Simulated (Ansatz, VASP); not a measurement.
One calculation of Mg2PdO2, two programs

```
CELL_PARAMETERS angstrom
0.00000 2.85602 0.00000
4.32502 0.00000 0.00000
2.16251 1.42801 -4.69874
ATOMIC_POSITIONS crystal
Pd 0.00000 0.00000 0.00000
O 0.36270 0.86270 0.27460
O 0.63730 0.13730 0.72540
Mg 0.35758 0.35758 0.28484
Mg 0.64242 0.64242 0.71516
```

Alike in both runs: task single point; functional r2SCAN; k mesh 8 × 8 × 8; occupations gaussian, width 0.1694 eV; no spin polarisation.

|  | VASP | Ansatz |
| --- | --- | --- |
| version | VASP 6.6.1 | Ansatz 0.2.0 |
| potentials or method | VASP PAW PBE potentials, release 64 (Pd, O, Mg), cutoff 520 eV | PAW plane waves |
| valence electrons in the cell | 26 | 50 |

Ansatz gave:

```
pressure (GPa)                                                : 26.2
traceless stress, the component that is largest in VASP (GPa) : -29.30
rms of the force components (eV/Å)                            : 2.079
```

Q: What did VASP give for the same quantities?

A: Pressure (GPa): 26.3; traceless stress, the component that is largest in VASP (GPa): -30.07; rms of the force components (eV/Å): 2.117.

VASP's potentials were made for PBE, not for r2SCAN. Atom by atom the forces differ by 0.038 eV/Å (rms over components). VASP's potentials hold 26 valence electrons a cell and Ansatz's 50, so a difference there can come from the potentials and not from the codes.
